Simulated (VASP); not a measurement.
# KBr: elastic constants with PBEsol

The system is KBr.

```xyz
2
Lattice="0.0000 3.2745 3.2745 3.2745 0.0000 3.2745 3.2745 3.2745 0.0000" Properties=species:S:1:pos:R:3 pbc="T T T"
K     0.0000    0.0000    0.0000
Br    3.2745    3.2745    3.2745
```

```
Program                   : VASP 6.6.1
Task                      : elastic constants
Functional                : PBEsol
Potentials or basis       : VASP PAW PBE potentials, release 64 (K_sv, Br)
Cutoff                    : 600 eV
k mesh                    : 6 × 6 × 6
Occupations               : gaussian, width 0.01 eV
Spin                      : no spin polarisation
Dipole correction         : no
Ions in elastic constants : relaxed
Further INCAR settings    : ALGO = Normal; EDIFF = 1e-08; IBRION = 6; POTIM = 0.015; NSW = 1; ISIF = 3
```

| Item | Value |
| --- | --- |
| Elastic constants C11, C12, C44 | 38, 5, 5 GPa |
| Voigt bulk modulus | 16 GPa |
| Highest phonon frequency at Γ, LO-TO splitting left out | 113 cm⁻¹ |

Phonon frequencies in cm⁻¹ (negative: imaginary):
```csv
q point,frequencies
"(0.000, 0.000, 0.000)",0 0 0 113 113 113
```

Elastic tensor in Voigt notation (GPa, in the Cartesian axes of the cell as first typed):
```
38  5  5  0  0  0
 5 38  5  0  0  0
 5  5 38  0  0  0
 0  0  0  5  0  0
 0  0  0  0  5  0
 0  0  0  0  0  5
```

Clamped-ion elastic tensor (GPa):
```
38  5  5  0  0  0
 5 38  5  0  0  0
 5  5 38  0  0  0
 0  0  0  5  0  0
 0  0  0  0  5  0
 0  0  0  0  0  5
```

It took 7.8 min on 1 thread of Intel(R) Xeon(R) 6975P-C (Granite Rapids), with other jobs on the host, peak memory 0.33 GiB.

Caveat: the PAW data sets were made with another functional, which shifts forces and pressure a little.
